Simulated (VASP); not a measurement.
AlN: single point with PBE

The system is AlN.

```
Al N
1.0
     0.00000    1.97800    1.95822
     1.97800    0.00000    1.95822
     1.97800    1.97800    0.00000
Al N
1 1
Direct
  0.00000 0.00000 0.00000
  0.50000 0.50000 0.50000
```

This cell differs from its parent crystal: zz strain of -1 %.

```json
{
  "Program": "VASP 6.6.1",
  "Task": "single point",
  "Functional": "PBE",
  "Potentials or basis": "VASP PAW PBE potentials, release 64 (Al, N)",
  "Cutoff": "520 eV",
  "k mesh": "10 × 10 × 10",
  "Occupations": "fermi-dirac, width 0.02 eV",
  "Spin": "no spin polarisation"
}
```

```
Pressure               : 28.9 GPa
Band gap on the k mesh : 5.07 eV, indirect (least direct gap 6.79 eV)
```

Stress tensor (GPa, compression positive):
```
27.36  0.00  0.00
 0.00 27.36  0.00
 0.00  0.00 31.84
```

Levels at points of the mesh, in eV from the valence-band top:
```csv
k point,band 1,band 2,band 3,band 4,band 5,band 6,band 7,band 8,band 9
"(0.00, 0.00, 0.00)",-18.28,-0.07,0.00,0.00,6.79,12.34,12.34,12.48,17.74
"(0.50, 0.00, 0.00)",-14.71,-8.82,-1.27,-1.23,6.60,11.48,11.73,14.42,16.95
"(0.50, 0.50, 0.00)",-13.56,-7.89,-3.08,-3.08,5.07,5.27,15.06,18.38,18.38
"(0.50, 0.00, 0.50)",-13.65,-7.94,-3.06,-2.93,5.18,5.37,14.93,18.31,18.67
```

Run time: 17 s on 1 thread of AMD EPYC 7R13 Processor (Zen 3), with other jobs on the host, peak memory 0.11 GiB.

Caveat: the cell differs from its parent crystal (zz strain of -1 %). A k mesh can miss the band edges.
